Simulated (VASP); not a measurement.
Wanted: the native input for a VASP 6.6.1 run.

```
Task                   : single point
Functional             : PBE
Potentials or basis    : VASP PAW PBE potentials, release 64 (H, Si, Ga_d, Ca_sv)
Cutoff                 : 520 eV
k mesh                 : 3 × 3 × 3
Occupations            : fermi-dirac, width 0.1 eV
Spin                   : no spin polarisation
Dipole correction      : no
Further INCAR settings : ALGO = Normal; EDIFF = 1e-06; NBANDS = 38
```

The structure of CaGaSiH lies in POSCAR:

```
CaGaSiH
1.0
    5.6938070000     -0.2649250000     -0.0486320000
   -0.3182860000      5.2603330000      0.3979200000
    0.4612360000      0.7517990000      5.2882380000
H Si Ga Ca
2 2 2 2
Direct
    0.5314799178      0.2508897859      0.7576286975
    0.6474500481      0.6195757640      0.8924990144
    0.0923459065      0.0115155211      0.1286357970
    0.8334761618      0.1476491170      0.6317421939
    0.6876870787      0.2674207146      0.1161287649
    0.2959540310      0.1925773672      0.4954828906
    0.1043312890      0.6211393897      0.7890618866
    0.6352537426      0.7054680876      0.4076056710
```

These files were run (other wordings do the same):

INCAR

```
PREC = Accurate ; ENCUT = 520
EDIFF = 1E-6 ; ISMEAR = -1
SIGMA = 0.1 ; LREAL = False
LASPH = True ; NELM = 100
ALGO = Normal ; ISIF = 2
LWAVE = False ; LCHARG = False
GGA = PE ; NBANDS = 38
```

KPOINTS

```
regular mesh
0
Gamma
  3 3 3
```

Potentials or basis: VASP PAW PBE potentials, release 64 (H, Si, Ga_d, Ca_sv).

Command:

```console
$ cat potpaw_PBE.64/H/POTCAR potpaw_PBE.64/Si/POTCAR potpaw_PBE.64/Ga_d/POTCAR potpaw_PBE.64/Ca_sv/POTCAR > POTCAR
$ mpirun -np 1 vasp_std > vasp.out
```

It gave:

| Quantity | Value |
| --- | --- |
| Pressure | -2.4 GPa |
| Largest force | 0.549 eV/Å |
| Band gap on the k mesh | zero (band 28 reaches 3.72 eV, above the bottom of band 29 at 3.40 eV) |

Caveat: the k points lie up to 0.41 Å⁻¹ apart.

It took 62 s on 1 thread of Intel(R) Xeon(R) Platinum 8375C CPU @ 2.90GHz (Ice Lake), on a shared host, peak memory 0.28 GiB.
